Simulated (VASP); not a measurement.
# SnO2 in VASP: further runs, part 2 of 2

VASP 6.6.1. The steps go on from the part before.

## 4. Single point, r2SCAN

This run uses another cell than the first one, of 11.60 Å³/atom, 0.883 times its volume.

File POSCAR:

```
SnO2
1.0
    4.7599378643      0.0000000000      0.0000000000
    0.0000000000      4.7599378643      0.0000000000
    0.0000000000      0.0000000000      3.0726823284
Sn O
2 4
Direct
    0.5000000000      0.5000000000      0.5000000000
    0.0000000000      0.0000000000      0.0000000000
    0.3037596120      0.3037596120      0.0000000000
    0.8037596120      0.1962403880      0.5000000000
    0.1962403880      0.8037596120      0.5000000000
    0.6962403880      0.6962403880      0.0000000000
```

File INCAR.step1:

```
SYSTEM = SnO2
PREC = Accurate
ENCUT = 520
ISMEAR = 0
SIGMA = 0.02
LREAL = .False.
LASPH = .True.
NELM = 100
NBANDS = 35
GGA = PE
ALGO = Normal
EDIFF = 1E-4
LWAVE = .True.
LCHARG = .False.
```

File INCAR.step2:

```
SYSTEM = SnO2
PREC = Accurate
ENCUT = 520
EDIFF = 1E-7
ISMEAR = 0
SIGMA = 0.02
LREAL = .False.
LASPH = .True.
NELM = 100
ALGO = Normal
ISIF = 2
LWAVE = .False.
LCHARG = .False.
METAGGA = R2SCAN
LMIXTAU = .True.
NBANDS = 35
ISTART = 1
```

File KPOINTS:

```
regular mesh
0
Gamma
  6 6 8
  0 0 0
```

Potentials or basis: VASP PAW PBE potentials, release 64 (Sn_d, O).

The run is started by

```sh
> cat potpaw_PBE.64/Sn_d/POTCAR potpaw_PBE.64/O/POTCAR > POTCAR
> cp INCAR.step1 INCAR
> mpirun -np 1 vasp_std > vasp.out
> cp INCAR.step2 INCAR
> mpirun -np 1 vasp_std > vasp.out
```

OUTCAR:

```text
SYSTEM = SnO2
   PREC = Accurate
   ENCUT = 520
   EDIFF = 1E-7
   ISMEAR = 0
   LREAL = .False.
   LASPH = .True.
   NELM = 100
   ISIF = 2
   METAGGA = R2SCAN
   ISTART = 1

 ion  position               nearest neighbor table
   1  0.500  0.500  0.500-   3 2.03   6 2.03   3 2.03   6 2.03   5 2.04   4 2.04   2 3.70   2 3.70
                             2 3.70   2 3.70   2 3.70   2 3.70   2 3.70   2 3.70
   2  0.000  0.000  0.000-   4 2.03   5 2.03   4 2.03   5 2.03   3 2.04   6 2.04   1 3.70   1 3.70
                             1 3.70   1 3.70   1 3.70   1 3.70   1 3.70   1 3.70
   3  0.304  0.304  0.000-   1 2.03   1 2.03   2 2.04
   4  0.804  0.196  0.500-   2 2.03   2 2.03   1 2.04
   5  0.196  0.804  0.500-   2 2.03   2 2.03   1 2.04
   6  0.696  0.696  0.000-   1 2.03   1 2.03   2 2.04

  LATTYP: Found a simple tetragonal cell.
 ALAT       =     4.7599378643
 C/A-ratio  =     0.6455299241

  Lattice vectors:

 A1 = (   4.7599378643,   0.0000000000,   0.0000000000)
 A2 = (   0.0000000000,   4.7599378643,   0.0000000000)
 A3 = (   0.0000000000,   0.0000000000,   3.0726823284)

[... 181 lines left out ...]
  free energy    TOTEN  =       -84.42396769 eV

  energy without entropy =      -84.42396769  energy(sigma->0) =      -84.42396769

 E-fermi :   6.1350     XC(G=0): -12.1929

 val. band max:        6.0308463640   @ k =   0.0000   0.0000   0.0000
 cond. band min:       8.3930448501   @ k =   0.0000   0.0000   0.0000
 fundamental gap:      2.3621984861
 Fermi energy:         6.1349812851

 k-point     1 :       0.0000    0.0000    0.0000
  band No.  band energies     occupation
      1     -15.8429      2.00000
      2     -14.9222      2.00000
      3     -14.3994      2.00000
      4     -14.3994      2.00000
      5     -14.3869      2.00000
      6     -14.3030      2.00000
[... 901 lines left out ...]
     34      19.4182      0.00000
     35      19.9598      0.00000

 [... further k-points ...]
[... 5 lines left out ...]
  --------------------------------------------------------------------------------------
  -------------------------------------------------------------------------------------
  Total        3.4142159      3.4142159      9.4049874      0.0000000      0.0000000      0.0000000
  in kB       78.5744461     78.5744461    216.4455043      0.0000000      0.0000000      0.0000000
  external PRESSURE =     124.5314655 kB  Pullay stress =       0.0000000 kB

 VOLUME and BASIS-vectors are now :
 -----------------------------------------------------------------------------
  energy-cutoff  :      520.00
  volume of cell :       69.62
      direct lattice vectors                 reciprocal lattice vectors
     4.759937864  0.000000000  0.000000000     0.210086776  0.000000000  0.000000000
     0.000000000  4.759937864  0.000000000     0.000000000  0.210086776  0.000000000
     0.000000000  0.000000000  3.072682328     0.000000000  0.000000000  0.325448547

 POSITION                                       TOTAL-FORCE (eV/Angst)
 -----------------------------------------------------------------------------------
      2.37997      2.37997      1.53634        -0.000000      0.000000      0.000000
      0.00000      0.00000      0.00000        -0.000000      0.000000      0.000000
      1.44588      1.44588      0.00000        -0.034788     -0.034788     -0.000000
      3.82585      0.93409      1.53634        -0.034788      0.034788      0.000000
      0.93409      3.82585      1.53634         0.034788     -0.034788     -0.000000
      3.31406      3.31406      0.00000         0.034788      0.034788      0.000000
 -----------------------------------------------------------------------------------
    total drift:                                0.000000      0.000000     -0.000000

  FREE ENERGIE OF THE ION-ELECTRON SYSTEM (eV)
  ---------------------------------------------------
  free  energy   TOTEN  =       -84.4239676902 eV

  energy  without entropy=      -84.4239676902  energy(sigma->0) =      -84.42396769
```

OUTCAR.step1:

```text
SYSTEM = SnO2
   PREC = Accurate
   ENCUT = 520
   ISMEAR = 0
   LREAL = .False.
   LASPH = .True.
   NELM = 100
[... 1153 lines left out ...]
      3.82585      0.93409      1.53634        -0.064440      0.064440      0.000000
      0.93409      3.82585      1.53634         0.064440     -0.064440     -0.000000
      3.31406      3.31406      0.00000         0.064440      0.064440      0.000000
 -----------------------------------------------------------------------------------
    total drift:                                0.000000      0.000000     -0.000000

  FREE ENERGIE OF THE ION-ELECTRON SYSTEM (eV)
  ---------------------------------------------------
  free  energy   TOTEN  =       -36.8822337769 eV

  energy  without entropy=      -36.8822337769  energy(sigma->0) =      -36.88223378
```

OSZICAR.step1:

```text
N       E                     dE             d eps       ncg     rms          rms(c)
DAV:   1     0.630364752697E+03    0.63036E+03   -0.25824E+04  3993   0.236E+03
DAV:   2     0.563987279561E+02   -0.57397E+03   -0.54196E+03  3796   0.616E+02
DAV:   3    -0.382944738227E+02   -0.94693E+02   -0.93019E+02  3761   0.207E+02
DAV:   4    -0.430551236450E+02   -0.47606E+01   -0.47269E+01  4488   0.501E+01
DAV:   5    -0.431761870459E+02   -0.12106E+00   -0.12093E+00  4344   0.839E+00    0.165E+01
DAV:   6    -0.367831694637E+02    0.63930E+01   -0.17455E+01  5552   0.638E+01    0.651E+00
DAV:   7    -0.369081604272E+02   -0.12499E+00   -0.21018E+00  4130   0.809E+00    0.329E+00
DAV:   8    -0.368877911511E+02    0.20369E-01   -0.15175E-01  5084   0.450E+00    0.781E-01
DAV:   9    -0.368815240339E+02    0.62671E-02   -0.33503E-02  5705   0.312E+00    0.133E-01
DAV:  10    -0.368821025351E+02   -0.57850E-03   -0.37796E-03  4124   0.425E-01    0.685E-02
DAV:  11    -0.368822345785E+02   -0.13204E-03   -0.21312E-04  3606   0.116E-01    0.130E-02
DAV:  12    -0.368822337769E+02    0.80161E-06   -0.28170E-05  2288   0.534E-02
   1 F= -.36882234E+02 E0= -.36882234E+02  d E =-.165089E-37
```

Wall time 4.7 min (1 thread of Intel Xeon 6975P-C, shared host); peak memory 0.25 GiB.

Results:

```yaml
Free_energy: -84.4240 eV
Pressure: 12.5 GPa
Largest_force: 0.049 eV/Å
Band_gap_on_the_k_mesh: 2.36 eV, direct
```

Forces in eV/Å, atoms in the order of the input:
```
Sn   0.000  0.000  0.000
Sn   0.000  0.000  0.000
O   -0.035 -0.035  0.000
O   -0.035  0.035  0.000
O    0.035 -0.035  0.000
O    0.035  0.035  0.000
```

Stress tensor (GPa, compression positive):
```
 7.86  0.00  0.00
 0.00  7.86  0.00
 0.00  0.00 21.64
```

Caveat: the PAW data sets were made with another functional, which shifts forces and pressure a little; spin-orbit coupling is left out, which moves the levels of the heavy elements.

## 5. Single point, r2SCAN (strain along c alone, the other axes held: -2.0 %, then relaxed in part)

File POSCAR:

```
SnO2
1.0
    4.7599378643      0.0000000000      0.0000000000
    0.0000000000      4.7599378643      0.0000000000
    0.0000000000      0.0000000000      3.1366965436
Sn O
2 4
Direct
    0.5000000000      0.5000000000      0.5000000000
    0.0000000000      0.0000000000      0.0000000000
    0.3049465894      0.3049465894      0.0000000000
    0.8049465894      0.1950534106      0.5000000000
    0.1950534106      0.8049465894      0.5000000000
    0.6950534106      0.6950534106      0.0000000000
```

File INCAR.step1:

```
  PREC = Accurate
  ENCUT = 520
  ISMEAR = 0
  SIGMA = 0.02
  LREAL = False
  LASPH = True
  NELM = 60
  NBANDS = 35
  GGA = PE
  ALGO = Normal
  EDIFF = 1E-4
  LWAVE = True
  LCHARG = False
```

File INCAR.step2:

```
  PREC = Accurate
  ENCUT = 520
  EDIFF = 1E-6
  ISMEAR = 0
  SIGMA = 0.02
  LREAL = False
  LASPH = True
  NELM = 60
  ALGO = Normal
  ISIF = 2
  LWAVE = False
  LCHARG = False
  METAGGA = R2SCAN
  LMIXTAU = True
  NBANDS = 35
  ISTART = 1
```

File KPOINTS:

```
regular mesh
0
Gamma
  6 6 8
```

Potentials or basis: VASP PAW PBE potentials, release 64 (Sn_d, O).

The run is started by

```sh
> cat potpaw_PBE.64/Sn_d/POTCAR potpaw_PBE.64/O/POTCAR > POTCAR
> cp INCAR.step1 INCAR
> mpirun -np 1 vasp_std > vasp.out
> cp INCAR.step2 INCAR
> mpirun -np 1 vasp_std > vasp.out
```

OUTCAR:

```text
PREC = Accurate
   ENCUT = 520
   EDIFF = 1E-6
   ISMEAR = 0
   LREAL = False
   LASPH = True
   NELM = 60
   ISIF = 2
   METAGGA = R2SCAN
   ISTART = 1

 ion  position               nearest neighbor table
   1  0.500  0.500  0.500-   3 2.05   6 2.05   3 2.05   6 2.05   5 2.05   4 2.05   2 3.71   2 3.71
                             2 3.71   2 3.71   2 3.71   2 3.71   2 3.71   2 3.71
   2  0.000  0.000  0.000-   4 2.05   5 2.05   4 2.05   5 2.05   3 2.05   6 2.05   1 3.71   1 3.71
                             1 3.71   1 3.71   1 3.71   1 3.71   1 3.71   1 3.71
   3  0.305  0.305  0.000-   1 2.05   1 2.05   2 2.05
   4  0.805  0.195  0.500-   2 2.05   2 2.05   1 2.05
   5  0.195  0.805  0.500-   2 2.05   2 2.05   1 2.05
[... 1124 lines left out ...]
  Total        1.8666867      1.8666867      4.8670333      0.0000000      0.0000000      0.0000000
  in kB       42.0830244     42.0830244    109.7235448      0.0000000      0.0000000      0.0000000
  external PRESSURE =      64.6298645 kB  Pullay stress =       0.0000000 kB

 VOLUME and BASIS-vectors are now :
 -----------------------------------------------------------------------------
  energy-cutoff  :      520.00
  volume of cell :       71.07
      direct lattice vectors                 reciprocal lattice vectors
     4.759937864  0.000000000  0.000000000     0.210086776  0.000000000  0.000000000
     0.000000000  4.759937864  0.000000000     0.000000000  0.210086776  0.000000000
     0.000000000  0.000000000  3.136696544     0.000000000  0.000000000  0.318806740

 POSITION                                       TOTAL-FORCE (eV/Angst)
 -----------------------------------------------------------------------------------
      2.37997      2.37997      1.56835         0.000000      0.000000      0.000000
      0.00000      0.00000      0.00000         0.000000      0.000000      0.000000
      1.45153      1.45153      0.00000        -0.027061     -0.027061     -0.000000
      3.83150      0.92844      1.56835        -0.027061      0.027061      0.000000
      0.92844      3.83150      1.56835         0.027061     -0.027061     -0.000000
      3.30841      3.30841      0.00000         0.027061      0.027061      0.000000
 -----------------------------------------------------------------------------------
    total drift:                               -0.000000      0.000000      0.000000

  FREE ENERGIE OF THE ION-ELECTRON SYSTEM (eV)
  ---------------------------------------------------
  free  energy   TOTEN  =       -84.5722576383 eV

  energy  without entropy=      -84.5722576383  energy(sigma->0) =      -84.57225764
```

OSZICAR.step1:

```text
N       E                     dE             d eps       ncg     rms          rms(c)
DAV:   1     0.641899981609E+03    0.64190E+03   -0.25547E+04  3838   0.234E+03
DAV:   2     0.572598067895E+02   -0.58464E+03   -0.55143E+03  3820   0.612E+02
DAV:   3    -0.383363130247E+02   -0.95596E+02   -0.93764E+02  3757   0.209E+02
DAV:   4    -0.432244271695E+02   -0.48881E+01   -0.48535E+01  4459   0.510E+01
DAV:   5    -0.433502747209E+02   -0.12585E+00   -0.12568E+00  4352   0.857E+00    0.162E+01
DAV:   6    -0.370056764322E+02    0.63446E+01   -0.17417E+01  5529   0.638E+01    0.635E+00
DAV:   7    -0.371258759203E+02   -0.12020E+00   -0.20583E+00  4124   0.798E+00    0.325E+00
DAV:   8    -0.371047399060E+02    0.21136E-01   -0.15552E-01  5086   0.427E+00    0.763E-01
DAV:   9    -0.370982936173E+02    0.64463E-02   -0.33456E-02  5767   0.303E+00    0.132E-01
DAV:  10    -0.370989121132E+02   -0.61850E-03   -0.36996E-03  4190   0.443E-01    0.610E-02
DAV:  11    -0.370990373846E+02   -0.12527E-03   -0.18389E-04  3484   0.105E-01    0.120E-02
DAV:  12    -0.370990373836E+02    0.10277E-08   -0.23273E-05  2173   0.459E-02
   1 F= -.37099037E+02 E0= -.37099037E+02  d E =-.188652E-16
```

Run time: 4.4 min. Hardware: 1 thread of Intel Xeon 6975P-C, shared host; peak memory 0.24 GiB.

Results:

| Item | Value |
| --- | --- |
| Free energy | -84.5723 eV |
| Pressure | 6.5 GPa |
| Largest force | 0.038 eV/Å |
| Band gap on the k mesh | 2.08 eV, direct |

Forces in eV/Å, atoms in the order of the input:
```
Sn   0.000  0.000  0.000
Sn   0.000  0.000  0.000
O   -0.027 -0.027  0.000
O   -0.027  0.027  0.000
O    0.027 -0.027  0.000
O    0.027  0.027  0.000
```

Levels at points of the mesh, in eV from the valence-band top:
```
           k point  band 24  band 25  band 26  band 27  band 28  band 29
(0.00, 0.00, 0.00)    -0.83    -0.83     0.00     2.08     7.25     7.31
(0.50, 0.00, 0.00)    -1.12    -0.65    -0.65     5.26     5.26     8.11
(0.50, 0.50, 0.00)    -1.24    -0.99    -0.99     5.77     5.77     8.49
(0.00, 0.00, 0.50)    -1.72    -1.30    -1.30     7.13     7.13    10.61
(0.50, 0.00, 0.50)    -1.17    -0.72    -0.72     7.39     7.39     8.91
(0.50, 0.50, 0.50)    -0.99    -0.91    -0.91     5.67     5.67     9.78
```

Caveat: the cell differs from its parent crystal (strain along c alone, the other axes held: -2.0 %, then relaxed in part); the PAW data sets were made with another functional, which shifts forces and pressure a little; spin-orbit coupling is left out, which moves the levels of the heavy elements.

## 6. Summary

```tsv
cell	gap on the mesh (eV)	pressure (GPa)	largest force (eV/Å)
a = 5.046, b = 5.046, c = 3.097 Å, 6 atoms	1.33	-8.8	0.07
a = 4.760, b = 4.760, c = 3.201 Å, 6 atoms	1.79	1.1	0.03
a = 4.760, b = 4.760, c = 3.073 Å, 6 atoms	2.36	12.5	0.05
a = 4.760, b = 4.760, c = 3.137 Å, 6 atoms	2.08	6.5	0.04
```

Alike in all rows: task single point; level r2SCAN; potentials or basis VASP PAW PBE potentials, release 64 (Sn_d, O); no spin polarisation; k mesh 6 × 6 × 8; cutoff (eV) 520; smearing gaussian 0.02 eV.

Caveats: the PAW data sets were made with another functional, which shifts forces and pressure a little; spin-orbit coupling is left out, which moves the levels of the heavy elements.

Absolute energies hang on the potentials; compare differences alone.
